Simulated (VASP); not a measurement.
# Lu (Pm-3m) in VASP: a series of runs, part 2 of 2

VASP 6.6.1. The steps go on from the part before.

## (3) Single point, PBE (volume scaled by 0.65)

File INCAR:

```
SYSTEM = Lu
  PREC = Accurate
  ENCUT = 520
  EDIFF = 1E-7
  ISMEAR = -1
  SIGMA = 0.1
  LREAL = .False.
  LASPH = .True.
  NELM = 60
  ALGO = Normal
  ISIF = 2
  LWAVE = .False.
  LCHARG = .False.
  GGA = PE
  NBANDS = 18
```

File KPOINTS:

```
Automatic mesh
0
Gamma
  12 12 12
  0 0 0
```

File POSCAR:

```
Lu
1.0
    2.7780999828      0.0000000000      0.0000000000
    0.0000000000      2.7780999828      0.0000000000
    0.0000000000      0.0000000000      2.7780999828
Lu
1
Direct
    0.0000000000      0.0000000000      0.0000000000
```

Potentials or basis: VASP PAW PBE potentials, release 64 (Lu).

On the command line:

```bash
cat potpaw_PBE.64/Lu/POTCAR > POTCAR
mpirun -np 1 vasp_std > vasp.out
```

OUTCAR:

```text
SYSTEM = Lu
   PREC = Accurate
   ENCUT = 520
   EDIFF = 1E-7
   ISMEAR = -1
   LREAL = .False.
   LASPH = .True.
   NELM = 60
   ISIF = 2
   GGA = PE

 ion  position               nearest neighbor table
   1  0.000  0.000  0.000-

  LATTYP: Found a simple cubic cell.
 ALAT       =     2.7780999828

  Lattice vectors:

 A1 = (   2.7780999828,   0.0000000000,   0.0000000000)
 A2 = (   0.0000000000,   2.7780999828,   0.0000000000)
 A3 = (   0.0000000000,   0.0000000000,   2.7780999828)

Analysis of symmetry for initial positions (statically):
=====================================================================
 Subroutine PRICEL returns:
 Original cell was already a primitive cell.

 Routine SETGRP: Setting up the symmetry group for a
 simple cubic supercell.

 Subroutine GETGRP returns: Found 48 space group operations
[... 9 lines left out ...]

 Routine SETGRP: Setting up the symmetry group for a
 simple cubic supercell.

 Subroutine GETGRP returns: Found 48 space group operations
[... 11 lines left out ...]
                                     Primitive cell
[... 123 lines left out ...]
 maximum number of plane-waves:       592
 NGX is ok and might be reduce to    24
   NGX = 11   NGY = 11   NGZ = 11

 number of electron      25.0000009 magnetization

 Free energy of the ion-electron system (eV)
  ---------------------------------------------------
  ext. energy  EPLUGINS =         0.00000000
  ---------------------------------------------------
  free energy    TOTEN  =        -3.02485415 eV

  energy without entropy =       -2.97724078  energy(sigma->0) =       -3.00104747

 E-fermi :   3.5203     XC(G=0): -12.1827

 val. band max:        3.5015584709   @ k =   0.4167   0.3333   0.0833
 cond. band min:       3.5269661525   @ k =   0.1667   0.0833   0.0833
 fundamental gap:      0.0254076816
 Fermi energy:         3.5203455438

 k-point     1 :       0.0000    0.0000    0.0000
  band No.  band energies     occupation
      1     -52.6701      2.00000
      2     -22.5339      2.00000
      3     -22.5339      2.00000
      4     -22.5339      2.00000
      5      -3.0064      2.00000
      6      -1.4937      2.00000
[... 481 lines left out ...]
      5      -1.6104      2.00000
      6      -1.5757      2.00000
[... 10 lines left out ...]
     17       9.5635      0.00000
     18      15.4982      0.00000

 [... further k-points ...]
[... 5 lines left out ...]
  --------------------------------------------------------------------------------------
  -------------------------------------------------------------------------------------
  Total        3.3973937      3.3973937      3.3973937      0.0000000      0.0000000      0.0000000
  in kB      253.8708565    253.8708565    253.8708565      0.0000000      0.0000000      0.0000000
  external PRESSURE =     253.8708565 kB  Pullay stress =       0.0000000 kB

 VOLUME and BASIS-vectors are now :
 -----------------------------------------------------------------------------
  energy-cutoff  :      520.00
  volume of cell :       21.44
      direct lattice vectors                 reciprocal lattice vectors
     2.778099983  0.000000000  0.000000000     0.359958247  0.000000000  0.000000000
     0.000000000  2.778099983  0.000000000     0.000000000  0.359958247  0.000000000
     0.000000000  0.000000000  2.778099983     0.000000000  0.000000000  0.359958247

 POSITION                                       TOTAL-FORCE (eV/Angst)
 -----------------------------------------------------------------------------------
      0.00000      0.00000      0.00000         0.000000      0.000000      0.000000
 -----------------------------------------------------------------------------------
    total drift:                                0.000000      0.000000      0.000000

  FREE ENERGIE OF THE ION-ELECTRON SYSTEM (eV)
  ---------------------------------------------------
  free  energy   TOTEN  =        -3.0248541514 eV

  energy  without entropy=       -2.9772407826  energy(sigma->0) =       -3.00104747
```

OSZICAR:

```text
N       E                     dE             d eps       ncg     rms          rms(c)
DAV:   1     0.770046128887E+02    0.77005E+02   -0.10287E+04  3722   0.474E+03
DAV:   2     0.245136165656E+01   -0.74553E+02   -0.72744E+02  3180   0.368E+02
DAV:   3    -0.297820658449E+01   -0.54296E+01   -0.53706E+01  3228   0.736E+01
DAV:   4    -0.316697219607E+01   -0.18877E+00   -0.18762E+00  4106   0.115E+01
DAV:   5    -0.317170678543E+01   -0.47346E-02   -0.47320E-02  3526   0.157E+00    0.358E+00
DAV:   6    -0.303034409458E+01    0.14136E+00   -0.56521E-01  4720   0.172E+01    0.142E+00
DAV:   7    -0.302266332793E+01    0.76808E-02   -0.44162E-02  4642   0.199E+00    0.448E-01
DAV:   8    -0.302375378485E+01   -0.10905E-02   -0.76919E-03  4806   0.571E-01    0.173E-01
DAV:   9    -0.302485141104E+01   -0.10976E-02   -0.17163E-03  4828   0.328E-01    0.275E-02
DAV:  10    -0.302485484083E+01   -0.34298E-05   -0.70552E-05  3774   0.881E-02    0.747E-03
DAV:  11    -0.302485446469E+01    0.37614E-06   -0.62838E-06  4424   0.234E-02    0.414E-03
DAV:  12    -0.302485416952E+01    0.29517E-06   -0.52841E-07  3462   0.111E-02    0.715E-04
DAV:  13    -0.302485415139E+01    0.18130E-07   -0.16927E-08  1884   0.195E-03
   1 F= -.30248542E+01 E0= -.30010475E+01  d E =-.476134E-01
```

Wall time 22 s (1 thread of Intel Xeon Platinum 8488C (Sapphire Rapids), shared host); peak memory 0.17 GiB.

Results:

```
Free energy : -3.0249 eV
Pressure    : 25.4 GPa
```

Caveat: spin-orbit coupling is left out, which moves the levels of the heavy elements.

## (4) Single point, PBE (volume scaled by 0.75)

File INCAR:

```
PREC = Accurate
ENCUT = 520
EDIFF = 1E-6
ISMEAR = -1
SIGMA = 0.1
LREAL = False
LASPH = True
NELM = 100
ALGO = Normal
ISIF = 2
LWAVE = False
LCHARG = True
GGA = PE
LELF = True
LVHAR = True
NBANDS = 18
```

File KPOINTS:

```
Automatic mesh
0
Gamma
  12 12 12
```

File POSCAR:

```
Lu
1.0
    2.9138275198      0.0000000000      0.0000000000
    0.0000000000      2.9138275198      0.0000000000
    0.0000000000      0.0000000000      2.9138275198
Lu
1
Direct
    0.0000000000      0.0000000000      0.0000000000
```

On the command line:

```bash
cat potpaw_PBE.64/Lu/POTCAR > POTCAR
mpirun -np 1 vasp_std > vasp.out
```

Run time: 19 s. Hardware: 1 thread of Intel Xeon Platinum 8488C (Sapphire Rapids), shared host; peak memory 0.17 GiB.

The run converged. Its results:

```
Free energy : -3.4116 eV
Pressure    : 13.4 GPa
```

Levels at points of the mesh, in eV from the Fermi level:
| k point | band 9 | band 10 | band 11 | band 12 | band 13 | band 14 | band 15 | band 16 |
| --- | --- | --- | --- | --- | --- | --- | --- | --- |
| (0.00, 0.00, 0.00) | -5.01 | -5.01 | -5.01 | -4.96 | -0.82 | -0.82 | 7.90 | 7.90 |
| (0.50, 0.00, 0.00) | -4.99 | -4.93 | -4.93 | -2.69 | 0.14 | 0.23 | 3.90 | 3.90 |
| (0.50, 0.50, 0.00) | -5.02 | -4.94 | -4.92 | -2.76 | 0.11 | 4.79 | 4.79 | 4.89 |
| (0.50, 0.50, 0.50) | -4.96 | -4.96 | -4.96 | -0.98 | -0.98 | -0.98 | 6.51 | 10.72 |

Caveat: spin-orbit coupling is left out, which moves the levels of the heavy elements.

## (5) Single point, PBE (volume scaled by 0.85)

File INCAR:

```
  ALGO = Normal
  EDIFF = 1E-6
  ENCUT = 520
  GGA = PE
  ISIF = 2
  ISMEAR = -1
  LASPH = True
  LCHARG = True
  LELF = True
  LREAL = False
  LVHAR = True
  LWAVE = False
  NBANDS = 18
  NELM = 80
  PREC = Accurate
  SIGMA = 0.1
```

File KPOINTS:

```
k-points
0
Gamma
  12 12 12
```

File POSCAR:

```
Lu
1.0
    3.0379670661      0.0000000000      0.0000000000
    0.0000000000      3.0379670661      0.0000000000
    0.0000000000      0.0000000000      3.0379670661
Lu
1
Direct
    0.0000000000      0.0000000000      0.0000000000
```

Potentials or basis: VASP PAW PBE potentials, release 64 (Lu).

On the command line:

```bash
cat potpaw_PBE.64/Lu/POTCAR > POTCAR
mpirun -np 1 vasp_std > vasp.out
```

OUTCAR:

```text
EDIFF = 1E-6
   ENCUT = 520
   GGA = PE
   ISIF = 2
   ISMEAR = -1
   LASPH = True
   LREAL = False
   NELM = 80
   PREC = Accurate

 ion  position               nearest neighbor table
   1  0.000  0.000  0.000-

  LATTYP: Found a simple cubic cell.
 ALAT       =     3.0379670661

  Lattice vectors:

 A1 = (   3.0379670661,   0.0000000000,   0.0000000000)
 A2 = (   0.0000000000,   3.0379670661,   0.0000000000)
 A3 = (   0.0000000000,   0.0000000000,   3.0379670661)

Analysis of symmetry for initial positions (statically):
=====================================================================
 Subroutine PRICEL returns:
 Original cell was already a primitive cell.

 Routine SETGRP: Setting up the symmetry group for a
 simple cubic supercell.

 Subroutine GETGRP returns: Found 48 space group operations
[... 9 lines left out ...]

 Routine SETGRP: Setting up the symmetry group for a
 simple cubic supercell.

 Subroutine GETGRP returns: Found 48 space group operations
[... 11 lines left out ...]
                                     Primitive cell

  volume of cell :      28.0381

  direct lattice vectors                    reciprocal lattice vectors
     3.037967066  0.000000000  0.000000000     0.329167492  0.000000000  0.000000000
     0.000000000  3.037967066  0.000000000     0.000000000  0.329167492  0.000000000
     0.000000000  0.000000000  3.037967066     0.000000000  0.000000000  0.329167492

  length of vectors
     3.037967066  3.037967066  3.037967066     0.329167492  0.329167492  0.329167492

  position of ions in fractional coordinates (direct lattice)
     0.000000000  0.000000000  0.000000000

  ion indices of the primitive-cell ions
   primitive index   ion index
                 1           1

----------------------------------------------------------------------------------------

 KPOINTS: k-points

Automatic generation of k-mesh.
 Grid dimensions read from file:
 generate k-points for:   12   12   12

[... 70 lines left out ...]
   ISYM   =      2    0-nonsym 1-usesym 2-fastsym
   POTIM  = 0.5000    time-step for ionic-motion
   TEBEG  =    0.0;   TEEND  =   0.0 temperature during run
   PSTRESS=    0.0 pullay stress
   NELECT =      25.0000    total number of electrons
   NUPDOWN=      -1.0000    fix difference up-down
   EMIN   =  10.00;   EMAX   =-10.00  energy-range for DOS
   EFERMI =   0.00;   METHOD = LEGACY
   ISMEAR =    -1;   SIGMA  =   0.10  broadening in eV -4-tet -1-fermi 0-gaus
   EFERMI_NEDOS =   21; number of points for ismear=-14 and -15
   IALGO  =     38    algorithm
   IMIX   =      4    mixing-type and parameters
     AMIX     =   0.40;   BMIX     =  1.00
     AMIX_MAG =   1.60;   BMIX_MAG =  1.00
  volume/ion in A,a.u.               =      28.04       189.21
  Fermi-wavevector in a.u.,A,eV,Ry     =   1.575694  2.977629 33.780685  2.482810
  Thomas-Fermi vector in A             =   2.676639
   LORBIT       =      0    0 simple, 1 ext, 2 COOP (PROOUT), +10 PAW based schemes
   GGA     = PE    functional components
   LHFCALC =     F    Hartree Fock is set to
   AEXX    =    0.0000 exact exchange contribution
   IVDW    =     0    specifies the selected vdW correction
   LEPSILON=     F    determine dielectric tensor
   LRPA    =     F    only Hartree local field effects (RPA)
 non-spin polarized calculation
  energy-cutoff  :      520.00
  volume of cell :       28.04
 maximum number of plane-waves:       772
 NGX is ok and might be reduce to    24
   NGX = 11   NGY = 11   NGZ = 11

 number of electron      25.0000012 magnetization

 Free energy of the ion-electron system (eV)
  ---------------------------------------------------
  ext. energy  EPLUGINS =         0.00000000
  ---------------------------------------------------
  free energy    TOTEN  =        -3.60939195 eV

  energy without entropy =       -3.54800974  energy(sigma->0) =       -3.57870084

 E-fermi :   2.3414     XC(G=0): -10.7924

 val. band max:        2.3387815602   @ k =   0.4167   0.0833   0.0000
 cond. band min:       2.3525560345   @ k =   0.4167   0.4167   0.3333
 fundamental gap:      0.0137744742
 Fermi energy:         2.3413558013

 k-point     1 :       0.0000    0.0000    0.0000
  band No.  band energies     occupation
      1     -54.0874      2.00000
      2     -24.3720      2.00000
      3     -24.3720      2.00000
      4     -24.3720      2.00000
      5      -3.6576      2.00000
      6      -2.8543      2.00000
[... 481 lines left out ...]
      5      -2.9152      2.00000
      6      -2.8973      2.00000
[... 10 lines left out ...]
     17       7.2480      0.00000
     18      11.7559      0.00000

 [... further k-points ...]
[... 5 lines left out ...]
  --------------------------------------------------------------------------------------
  -------------------------------------------------------------------------------------
  Total        1.1060634      1.1060634      1.1060634     -0.0000000     -0.0000000      0.0000000
  in kB       63.2035439     63.2035439     63.2035439     -0.0000000     -0.0000000      0.0000000
  external PRESSURE =      63.2035439 kB  Pullay stress =       0.0000000 kB

 VOLUME and BASIS-vectors are now :
 -----------------------------------------------------------------------------
  energy-cutoff  :      520.00
  volume of cell :       28.04
      direct lattice vectors                 reciprocal lattice vectors
     3.037967066  0.000000000  0.000000000     0.329167492  0.000000000  0.000000000
     0.000000000  3.037967066  0.000000000     0.000000000  0.329167492  0.000000000
     0.000000000  0.000000000  3.037967066     0.000000000  0.000000000  0.329167492

 POSITION                                       TOTAL-FORCE (eV/Angst)
 -----------------------------------------------------------------------------------
      0.00000      0.00000      0.00000         0.000000      0.000000      0.000000
 -----------------------------------------------------------------------------------
    total drift:                                0.000000      0.000000      0.000000

  FREE ENERGIE OF THE ION-ELECTRON SYSTEM (eV)
  ---------------------------------------------------
  free  energy   TOTEN  =        -3.6093919464 eV

  energy  without entropy=       -3.5480097364  energy(sigma->0) =       -3.57870084
```

stdout:

```text
POSCAR found type information on POSCAR Lu
 POSCAR found :  1 types and       1 ions
 scaLAPACK will be used
 LDA part: xc-table for (Slater+PW92), standard interpolation
 POSCAR, INCAR and KPOINTS ok, starting setup
 FFT: planning ... GRIDC
 FFT: planning ... GRID_SOFT
 FFT: planning ... GRID
 WAVECAR not read
 entering main loop
```

Wall time 18 s (1 thread of Intel Xeon Platinum 8488C (Sapphire Rapids), shared host); peak memory 0.17 GiB.

What came out:

| Item | Value |
| --- | --- |
| Free energy | -3.6094 eV |
| Pressure | 6.3 GPa |

Levels at points of the mesh, in eV from the Fermi level:
| k point | band 11 | band 12 | band 13 | band 14 | band 15 | band 16 |
| --- | --- | --- | --- | --- | --- | --- |
| (0.00, 0.00, 0.00) | -5.15 | -5.11 | -0.61 | -0.61 | 7.02 | 7.02 |
| (0.50, 0.00, 0.00) | -5.09 | -2.71 | -0.14 | 0.31 | 3.61 | 3.61 |
| (0.50, 0.50, 0.00) | -5.08 | -2.26 | -0.03 | 4.09 | 4.09 | 4.36 |
| (0.50, 0.50, 0.50) | -5.11 | -0.68 | -0.68 | -0.68 | 6.35 | 9.23 |

Caveat: spin-orbit coupling is left out, which moves the levels of the heavy elements.

## (6) The runs side by side

| cell | gap on the mesh (eV) | pressure (GPa) |
| --- | --- | --- |
| a = 2.628 Å, 1 atom | none | 49.2 |
| a = 2.778 Å, 1 atom | none | 25.4 |
| a = 2.914 Å, 1 atom | none | 13.4 |
| a = 3.038 Å, 1 atom | none | 6.3 |

Alike in all rows: task single point; level PBE; potentials or basis VASP PAW PBE potentials, release 64 (Lu); no spin polarisation; k mesh 12 × 12 × 12; cutoff (eV) 520; smearing fermi-dirac 0.1 eV.

Caveats: spin-orbit coupling is left out, which moves the levels of the heavy elements.

Absolute energies hang on the potentials; compare differences alone.
